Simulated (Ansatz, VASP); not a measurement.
La in VASP and in Ansatz

```
La
1.0
     3.74415    0.00000    0.00000
    -1.87208    3.24253    0.00000
     0.00000    0.00000    6.17272
La
2
Cartesian
  0.0000 2.1617 1.5432
  1.8721 1.0808 4.6295
```

Alike in both runs: functional PBEsol; k mesh 10 × 10 × 6; occupations fermi-dirac, width 0.1 eV; no spin polarisation; Hubbard terms La f U = 8.0 eV.

Ansatz relaxed the structure, and its values are those at the end. VASP's run is a single point on that final structure, the one shown.

```csv
,VASP,Ansatz
version,VASP 6.6.1,Ansatz 0.2.0
potentials or method,"VASP PAW PBE potentials, release 64 (La)","PAW with Ansatz's default frozen-core files, scalar-relativistic"
plane-wave cutoff (eV),520,420
valence electrons in the cell,22,22
```

Ansatz gave:

* pressure (GPa): 0.0

Q: Estimate VASP's values.

A: Pressure (GPa): -0.4.

VASP's potentials were made for PBE, not for PBEsol. The programs project onto different local orbitals, so the same U acts differently, and such runs can settle in different states. Ansatz's warnings: filled band counts differ across k points.

Spin-orbit coupling is off throughout.
